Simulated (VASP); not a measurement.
# Al12Cl in VASP: notebook

Runs on Al12Cl. Level: PBE. Tasks: relaxation of the atoms.

Program: VASP 6.6.1. These are calculated values, not measurements. Logs are shortened: lines on timing, memory, paths and dates and some standing lists are left out, and cuts for length are marked.

### Step 1. The cell of the first run

The cell holds a slab with vacuum, 13 atoms: a = 5.714 Å, b = 5.714 Å, c = 19.675 Å, α = 90.00°, β = 90.00°, γ = 90.00°.

### Step 2. Relaxation of the atoms, PBE

INCAR reads:

```
ALGO = Normal ; DIPOL = 0.5 0.5 0.326
EDIFF = 1E-6 ; EDIFFG = -0.025
ENCUT = 520 ; GGA = PE
IBRION = 2 ; IDIPOL = 3
ISIF = 2 ; ISMEAR = 0
LASPH = T ; LCHARG = F
LDIPOL = T ; LREAL = F
LWAVE = F ; NELM = 80
NSW = 36 ; PREC = Accurate
SIGMA = 0.1
```

KPOINTS reads:

```
k-points
0
Gamma
  5 5 1
```

POSCAR reads:

```
Al12Cl
1.0
    5.7135165837      0.0000000000      0.0000000000
    0.0000000000      5.7135165837      0.0000000000
    0.0000000000      0.0000000000     19.6746954317
Al Cl
12 1
Selective dynamics
Direct
    0.2500000000      0.2500000000      0.2033068321  F F F
    0.2500000000      0.7500000000      0.2033068321  F F F
    0.7500000000      0.2500000000      0.2033068321  F F F
    0.7500000000      0.7500000000      0.2033068321  F F F
    0.0000000000      0.0000000000      0.3092728609  F F F
    0.0000000000      0.5000000000      0.3092728609  F F F
    0.5000000000      0.0000000000      0.3092728609  F F F
    0.5000000000      0.5000000000      0.3092728609  F F F
    0.2500000000      0.2500000000      0.4154928578  F F F
    0.2500000000      0.7500000000      0.4154928578  F F F
    0.7500000000      0.2500000000      0.4154928578  F F F
    0.7500000000      0.7500000000      0.4154928578  F F F
    0.3333333333      0.3333333333      0.5225851671  F F T
```

Potentials or basis: VASP PAW PBE potentials, release 64 (Al, Cl).

Launch:

```console
$ cat potpaw_PBE.64/Al/POTCAR potpaw_PBE.64/Cl/POTCAR > POTCAR
$ mpirun -np 1 vasp_std > vasp.out
```

OUTCAR:

```text
EDIFF = 1E-6
   EDIFFG = -0.025
   ENCUT = 520
   GGA = PE
   IBRION = 2
   ISIF = 2
   ISMEAR = 0
   LASPH = T
   LREAL = F
   NELM = 80
   NSW = 36
   PREC = Accurate

 ion  position               nearest neighbor table
   1  0.250  0.250  0.203-   2 2.86   3 2.86   2 2.86   3 2.86   7 2.90   8 2.90   5 2.90   6 2.90

   2  0.250  0.750  0.203-   1 2.86   4 2.86   1 2.86   4 2.86   7 2.90   8 2.90   5 2.90   6 2.90

   3  0.750  0.250  0.203-   1 2.86   4 2.86   4 2.86   1 2.86   7 2.90   8 2.90   5 2.90   6 2.90
[... 15 lines left out ...]
  11  0.750  0.250  0.415-   9 2.86  12 2.86  12 2.86   9 2.86   5 2.91   6 2.91   7 2.91   8 2.91

  12  0.750  0.750  0.415-  10 2.86  11 2.86  11 2.86  10 2.86   5 2.91   6 2.91   7 2.91   8 2.91

  13  0.333  0.333  0.523-   9 2.21

  LATTYP: Found a simple tetragonal cell.
 ALAT       =     5.7135165837
 C/A-ratio  =     3.4435351930

  Lattice vectors:

 A1 = (   5.7135165837,   0.0000000000,   0.0000000000)
 A2 = (   0.0000000000,   5.7135165837,   0.0000000000)
 A3 = (   0.0000000000,   0.0000000000,  19.6746954317)

Analysis of symmetry for initial positions (statically):
=====================================================================
 Subroutine PRICEL returns:
 Original cell was already a primitive cell.

 Routine SETGRP: Setting up the symmetry group for a
 simple tetragonal supercell.

 Subroutine GETGRP returns: Found  2 space group operations
 (whereof  2 operations were pure point group operations)
 out of a pool of 16 trial point group operations.

The static configuration has the point symmetry C_1h.

Analysis of symmetry for dynamics (positions and initial velocities):
=====================================================================
 Subroutine PRICEL returns:
 Original cell was already a primitive cell.

 Routine SETGRP: Setting up the symmetry group for a
 simple tetragonal supercell.

 Subroutine GETGRP returns: Found  2 space group operations
 (whereof  2 operations were pure point group operations)
 out of a pool of 16 trial point group operations.

The dynamic configuration has the point symmetry C_1h.

Analysis of constrained symmetry for selective dynamics:
=====================================================================
 Subroutine PRICEL returns:
 Original cell was already a primitive cell.

 Routine SETGRP: Setting up the symmetry group for a
 simple tetragonal supercell.

 Subroutine GETGRP returns: Found  2 space group operations
 (whereof  2 operations were pure point group operations)
 out of a pool of 16 trial point group operations.

The constrained configuration has the point symmetry C_1h.

 Subroutine INISYM returns: Found  2 space group operations
 (whereof  2 operations are pure point group operations),
 and found     1 'primitive' translations

----------------------------------------------------------------------------------------

                                     Primitive cell

  volume of cell :     642.2661

  direct lattice vectors                    reciprocal lattice vectors
     5.713516584  0.000000000  0.000000000     0.175023558  0.000000000  0.000000000
     0.000000000  5.713516584  0.000000000     0.000000000  0.175023558  0.000000000
     0.000000000  0.000000000 19.674695432     0.000000000  0.000000000  0.050826708

  length of vectors
     5.713516584  5.713516584 19.674695432     0.175023558  0.175023558  0.050826708

[... 122 lines left out ...]
 maximum number of plane-waves:     17320
   NGX = 21   NGY = 21   NGZ = 73

 dipolmoment           0.000000      0.000000     -0.065796 electrons x Angstroem

--------------------------------------- Ionic step        1  -------------------------------------------

 number of electron      43.0000002 magnetization

 Free energy of the ion-electron system (eV)
  ---------------------------------------------------
  ext. energy  EPLUGINS =         0.00000000
  ---------------------------------------------------
  free energy    TOTEN  =       -44.88173202 eV

  energy without entropy =      -44.86595140  energy(sigma->0) =      -44.87384171

------------------------ aborting loop because EDIFF is reached ----------------------------------------

  FORCE on cell =-STRESS in cart. coord.  units (eV):
  Direction    XX          YY          ZZ          XY          YZ          ZX
  --------------------------------------------------------------------------------------
  -------------------------------------------------------------------------------------
  Total       -6.3365124     -6.3365124     -1.0414747      0.1378820     -0.1536089     -0.1536089
  in kB      -15.8068695    -15.8068695     -2.5980308      0.3439563     -0.3831879     -0.3831881
  external PRESSURE =     -11.4039233 kB  Pullay stress =       0.0000000 kB

 VOLUME and BASIS-vectors are now :
 -----------------------------------------------------------------------------
  energy-cutoff  :      520.00
  volume of cell :      642.27
      direct lattice vectors                 reciprocal lattice vectors
     5.713516584  0.000000000  0.000000000     0.175023558  0.000000000  0.000000000
     0.000000000  5.713516584  0.000000000     0.000000000  0.175023558  0.000000000
     0.000000000  0.000000000 19.674695432     0.000000000  0.000000000  0.050826708

 POSITION                                       TOTAL-FORCE (eV/Angst)
 -----------------------------------------------------------------------------------
      1.42838      1.42838      4.00000         0.022738      0.022738      0.132650
      1.42838      4.28514      4.00000        -0.017624     -0.044065      0.073349
      4.28514      1.42838      4.00000        -0.044065     -0.017624      0.073349
      4.28514      4.28514      4.00000         0.006870      0.006870     -0.139998
      0.00000      0.00000      6.08485        -0.028554     -0.028554     -0.019274
      0.00000      2.85676      6.08485         0.056102      0.039523      0.058138
      2.85676      0.00000      6.08485         0.039523      0.056102      0.058138
      2.85676      2.85676      6.08485        -0.004930     -0.004930      0.141100
      1.42838      1.42838      8.17470        -0.182971     -0.182971     -0.047952
      1.42838      4.28514      8.17470        -0.072290      0.209419     -0.184042
      4.28514      1.42838      8.17470         0.209419     -0.072290     -0.184042
      4.28514      4.28514      8.17470         0.090729      0.090729      0.011986
      1.90451      1.90451     10.28170        -0.074948     -0.074948      0.026596
 -----------------------------------------------------------------------------------
    total drift:                               -0.000131     -0.000131     -0.000340

  FREE ENERGIE OF THE ION-ELECTRON SYSTEM (eV)
  ---------------------------------------------------
  free  energy   TOTEN  =       -44.8817320198 eV

  energy  without entropy=      -44.8659513982  energy(sigma->0) =      -44.87384171

--------------------------------------- Ionic step        2  -------------------------------------------

 number of electron      43.0000002 magnetization

 dipolmoment           0.000000      0.000000      0.125222 electrons x Angstroem

 Free energy of the ion-electron system (eV)
  ---------------------------------------------------
  ext. energy  EPLUGINS =         0.00000000
  ---------------------------------------------------
  free energy    TOTEN  =       -44.88175880 eV

  energy without entropy =      -44.86598084  energy(sigma->0) =      -44.87386982

 E-fermi :  -0.5051     XC(G=0):  -4.4792

 val. band max:       -0.5795435767   @ k =   0.4000   0.0000   0.0000
 cond. band min:      -0.4817452736   @ k =   0.0000   0.0000   0.0000
 fundamental gap:      0.0977983031
 Fermi energy:        -0.5051390521

 k-point     1 :       0.0000    0.0000    0.0000
  band No.  band energies     occupation
      1     -16.0584      2.00000
      2     -10.5788      2.00000
      3      -8.5010      2.00000
      4      -6.3404      2.00000
      5      -6.2132      2.00000
      6      -6.1121      2.00000
[... 268 lines left out ...]
     27       0.8735      0.00000
     28       1.4163      0.00000

------------------------ aborting loop because EDIFF is reached ----------------------------------------

 vacuum level on the upper side and lower side of the slab       (xc-potential included)         0.235        -0.440

  FORCE on cell =-STRESS in cart. coord.  units (eV):
  Direction    XX          YY          ZZ          XY          YZ          ZX
  --------------------------------------------------------------------------------------
  -------------------------------------------------------------------------------------
  Total       -6.3413985     -6.3413985     -1.0705732      0.1368753     -0.1566817     -0.1566817
  in kB      -15.8190584    -15.8190584     -2.6706191      0.3414450     -0.3908533     -0.3908535
  external PRESSURE =     -11.4362453 kB  Pullay stress =       0.0000000 kB

 VOLUME and BASIS-vectors are now :
 -----------------------------------------------------------------------------
  energy-cutoff  :      520.00
  volume of cell :      642.27
      direct lattice vectors                 reciprocal lattice vectors
     5.713516584  0.000000000  0.000000000     0.175023558  0.000000000  0.000000000
     0.000000000  5.713516584  0.000000000     0.000000000  0.175023558  0.000000000
     0.000000000  0.000000000 19.674695432     0.000000000  0.000000000  0.050826708

 POSITION                                       TOTAL-FORCE (eV/Angst)
 -----------------------------------------------------------------------------------
      1.42838      1.42838      4.00000         0.022677      0.022677      0.132746
      1.42838      4.28514      4.00000        -0.017673     -0.044020      0.073373
      4.28514      1.42838      4.00000        -0.044020     -0.017673      0.073373
      4.28514      4.28514      4.00000         0.006891      0.006891     -0.139958
      0.00000      0.00000      6.08485        -0.028621     -0.028621     -0.019442
      0.00000      2.85676      6.08485         0.055923      0.039529      0.057910
      2.85676      0.00000      6.08485         0.039529      0.055923      0.057910
      2.85676      2.85676      6.08485        -0.004905     -0.004905      0.140848
      1.42838      1.42838      8.17470        -0.180720     -0.180720     -0.038186
      1.42838      4.28514      8.17470        -0.072192      0.208848     -0.183190
      4.28514      1.42838      8.17470         0.208848     -0.072192     -0.183190
      4.28514      4.28514      8.17470         0.090616      0.090616      0.012176
      1.90451      1.90451     10.28299        -0.076354     -0.076354      0.015632
 -----------------------------------------------------------------------------------
    total drift:                                0.000107      0.000107     -0.000766

  FREE ENERGIE OF THE ION-ELECTRON SYSTEM (eV)
  ---------------------------------------------------
  free  energy   TOTEN  =       -44.8817588039 eV

  energy  without entropy=      -44.8659808437  energy(sigma->0) =      -44.87386982

 reached required accuracy - stopping structural energy minimisation

 vacuum level on the upper side and lower side of the slab         4.547         3.848
```

Run time: 4.4 min. Hardware: 1 thread of AMD EPYC 7R13 (Zen 3), shared host; peak memory 0.59 GiB.

Results:

| Item | Value |
| --- | --- |
| Free energy | -44.8818 eV |
| Energy gained by relaxing | 0.0 meV/atom |
| Ionic steps | 2 |
| Band gap on the k mesh | zero (an odd number of electrons rules out a gap without spin polarisation) |

Final structure:
```
Al Cl
1.0
     5.71352    0.00000    0.00000
     0.00000    5.71352    0.00000
     0.00000    0.00000   19.67470
Al Cl
12 1
Direct
  0.25000 0.25000 0.20331
  0.25000 0.75000 0.20331
  0.75000 0.25000 0.20331
  0.75000 0.75000 0.20331
  0.00000 0.00000 0.30927
  0.00000 0.50000 0.30927
  0.50000 0.00000 0.30927
  0.50000 0.50000 0.30927
  0.25000 0.25000 0.41549
  0.25000 0.75000 0.41549
  0.75000 0.25000 0.41549
  0.75000 0.75000 0.41549
  0.33333 0.33333 0.52265
```

### Step 3. Relaxation of the atoms, PBE

INCAR reads:

```
PREC     = Accurate       # precision mode
ENCUT    = 520            # plane-wave cutoff, eV
EDIFF    = 1E-6           # SCF threshold, eV
ISMEAR   = 0              # smearing method
SIGMA    = 0.1            # smearing width, eV
LREAL    = False          # projectors in reciprocal space
LASPH    = True           # aspherical terms in the spheres
NELM     = 80             # most SCF steps
ALGO     = Normal         # electronic algorithm
ISIF     = 2              # what is computed and relaxed
LWAVE    = False          # write WAVECAR
LCHARG   = False          # write CHGCAR
LDIPOL   = True         
IDIPOL   = 3            
DIPOL    = 0.5 0.5 0.325
GGA      = PE             # functional
IBRION   = 2              # ionic algorithm
NSW      = 36             # ionic steps
EDIFFG   = -0.025         # ionic threshold
```

KPOINTS reads:

```
regular mesh
0
Gamma
  5 5 1
```

POSCAR: that of step 2 with these lines changed.

```diff
@@ -21,2 +21,2 @@
     0.7500000000      0.7500000000      0.4154928578  F F F
-    0.3333333333      0.3333333333      0.5225851671  F F T
+    0.4166666667      0.4166666667      0.5068838250  F F T
```

Potentials or basis: VASP PAW PBE potentials, release 64 (Al, Cl).

Launch:

```console
$ cat potpaw_PBE.64/Al/POTCAR potpaw_PBE.64/Cl/POTCAR > POTCAR
$ mpirun -np 1 vasp_std > vasp.out
```

Run time: 17 min. Hardware: 1 thread of Intel Xeon Platinum 8259CL at 2.50GHz (Skylake/Cascade Lake), shared host; peak memory 0.67 GiB.

It converged, with:

```
Free energy               : -44.6867 eV
Energy gained by relaxing : 6.4 meV/atom
Ionic steps               : 3
Band gap on the k mesh    : zero (an odd number of electrons rules out a gap without spin polarisation)
```

The path:
```csv
step,energy change (eV),largest force on free atoms (eV/Å),pressure (GPa)
1,0.0000,1.0506,-0.92
2,-0.0440,0.6921,-1.02
3,-0.0829,0.0243,-1.21
```

Final structure:
```
Al Cl
1.0
     5.71352    0.00000    0.00000
     0.00000    5.71352    0.00000
     0.00000    0.00000   19.67470
Al Cl
12 1
Direct
  0.25000 0.25000 0.20331
  0.25000 0.75000 0.20331
  0.75000 0.25000 0.20331
  0.75000 0.75000 0.20331
  0.00000 0.00000 0.30927
  0.00000 0.50000 0.30927
  0.50000 0.00000 0.30927
  0.50000 0.50000 0.30927
  0.25000 0.25000 0.41549
  0.25000 0.75000 0.41549
  0.75000 0.25000 0.41549
  0.75000 0.75000 0.41549
  0.41667 0.41667 0.51570
```

Levels at points of the mesh, in eV from the Fermi level:
```csv
k point,band 19,band 20,band 21,band 22,band 23,band 24,band 25,band 26
"(0.00, 0.00, 0.00)",-0.73,-0.63,-0.39,-0.37,-0.05,0.01,0.10,0.54
```

The gap in the log of VASP goes by the Fermi energy; the results here count the filled bands.